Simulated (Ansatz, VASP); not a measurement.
One calculation of TiAl, two programs

The input INCAR:

```
PREC     = Accurate       # precision mode
ENCUT    = 520            # plane-wave cutoff, eV
EDIFF    = 1E-7           # SCF threshold, eV
ISMEAR   = 0              # smearing method
SIGMA    = 0.15           # smearing width, eV
LREAL    = False          # projectors in reciprocal space
LASPH    = True           # aspherical terms in the spheres
NELM     = 60             # most SCF steps
ALGO     = Fast           # electronic algorithm
ISIF     = 2              # what is computed and relaxed
LWAVE    = False          # write WAVECAR
LCHARG   = True           # write CHGCAR
LELF     = True           # ELF
LVHAR    = True         
NBANDS   = 14             # bands
```

KPOINTS

```
regular mesh
0
Gamma
  16 16 16
```

File POSCAR:

```
TiAl
1.0
    3.1910546796      0.1994409175      0.1994409175
    0.1994409175      3.1910546796      0.1994409175
    0.1994409175      0.1994409175      3.1910546796
Ti Al
1 1
Direct
    0.0000000000      0.0000000000      0.0000000000
    0.5000000000      0.5000000000      0.5000000000
```

Input for Ansatz:

```yaml
crystal:
  lattice:
    - [3.1910546796, 0.1994409175, 0.1994409175]
    - [0.1994409175, 3.1910546796, 0.1994409175]
    - [0.1994409175, 0.1994409175, 3.1910546796]
  atoms:
    - { symbol: Ti, position: [0.0, 0.0, 0.0] }
    - { symbol: Al, position: [0.5, 0.5, 0.5] }
basis:
  ecutwfc: 420
kpoints:
  mp_grid: { grid: [16, 16, 16] }
hamiltonian:
  xc: lda
scf:
  occupations: { method: gaussian, width: 0.15 }
output:
  forces: true
  stress: true
  eigenvalues: true
```

Alike in both runs: task single point; functional LDA; k mesh 16 × 16 × 16; occupations gaussian, width 0.15 eV; no spin polarisation.

|  | VASP | Ansatz |
| --- | --- | --- |
| version | VASP 6.6.1 | Ansatz 0.2.0 |
| potentials or method | VASP PAW LDA potentials, release 64 (Ti_sv, Al), cutoff 520 eV | scalar-relativistic, plane waves, PAW |
| valence electrons in the cell | 15 | 15 |

VASP gave:

| Property | Result |
| --- | --- |
| gap on the k mesh at the Fermi level (eV) | none |
| pressure (GPa) | -2.3 |
| traceless stress, the component that is largest in VASP (GPa) | -3.70 |

Problem. What did Ansatz give for the same quantities?

Solution. gap on the k mesh at the Fermi level (eV): none; pressure (GPa): -2.4; traceless stress, the component that is largest in VASP (GPa): -3.65.

LDA's correlation is that of Perdew and Zunger in VASP and of Perdew and Wang (1992) in Ansatz. A gap of «none» marks a metal or a gap that the smearing closes.
